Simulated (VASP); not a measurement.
A run of VASP 6.6.1 is set up as follows.

Contents of INCAR:

```
SYSTEM = MgGe2
  ALGO = Normal
  EDIFF = 1E-7
  ENCUT = 520
  GGA = PE
  ISIF = 2
  ISMEAR = 0
  LASPH = .True.
  LCHARG = .False.
  LREAL = .False.
  LWAVE = .False.
  NBANDS = 39
  NELM = 60
  PREC = Accurate
  SIGMA = 0.05
```

The input KPOINTS:

```
k-points
0
Gamma
  6 6 3
  0 0 0
```

POSCAR

```
MgGe2
1.0
    5.5214850000     -1.8498460000      0.0000000000
    5.5214850000      1.8498460000      0.0000000000
   -3.2176250000      0.0000000000      6.0077740000
Ge Mg
4 2
Direct
    0.5339380000      0.5297690000      0.2994270000
    0.4660810000      0.4781670000      0.7036410000
    0.8806310000      0.8771360000      0.9876320000
    0.1191580000      0.1231920000      0.0203880000
    0.8090910000      0.8170940000      0.3520260000
    0.1787370000      0.1841300000      0.6529260000
```

Potentials or basis: VASP PAW PBE potentials, release 64 (Ge_d, Mg).

Command:

```bash
$ cat potpaw_PBE.64/Ge_d/POTCAR potpaw_PBE.64/Mg/POTCAR > POTCAR
$ mpirun -np 1 vasp_std > vasp.out
```

Task: What does it give for the pressure?

Result: -0.8 GPa.

Task: What does it give for the largest force?

Result: 0.260 eV/Å.

Stress tensor (GPa, compression positive):
```
-0.46 -0.01 -0.56
-0.01 -1.47  0.16
-0.56  0.16 -0.51
```
